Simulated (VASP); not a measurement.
Si2Ni, 3 atoms in the cell. The structure is cubic, space group Fm-3m (No. 225). The conventional cell has a = 5.442 Å, b = 5.442 Å, c = 5.442 Å, α = 90.00°, β = 90.00°, γ = 90.00°. Within 3.1 Å of Ni (site symmetry m-3m) lie 8 Si at 2.36 Å. Within 3.1 Å of Si (site symmetry -43m) lie 4 Ni at 2.36 Å and 6 Si at 2.72 Å. 

| Item | Value |
| --- | --- |
| Program | VASP 6.6.1 |
| Task | single point |
| Functional | PBE |
| Potentials or basis | VASP PAW PBE potentials, release 64 (Ni, Si) |
| Cutoff | 520 eV |
| k mesh | 9 × 9 × 9 |
| Occupations | fermi-dirac, width 0.05 eV |
| Spin | collinear spin, ferromagnetic start |
| Starting moments | [1.0, 0.0, 0.0] μB |
| Dipole correction | no |
| Further INCAR settings | ALGO = Normal; EDIFF = 1e-06; NBANDS = 20 |

Potentials or basis: VASP PAW PBE potentials, release 64 (Ni, Si).

The run is started by

```bash
$ cat potpaw_PBE.64/Ni/POTCAR potpaw_PBE.64/Si/POTCAR > POTCAR
$ mpirun -np 1 vasp_std > vasp.out
```

Hardware: 1 thread of Intel(R) Xeon(R) Platinum 8488C (Sapphire Rapids), on a shared host.

Task: How long does it take, and how much memory?

Result: Run time: 56 s on 1 thread of Intel(R) Xeon(R) Platinum 8488C (Sapphire Rapids), on a shared host, peak memory 0.21 GiB. Counts: scf iterations 15, k points 35.
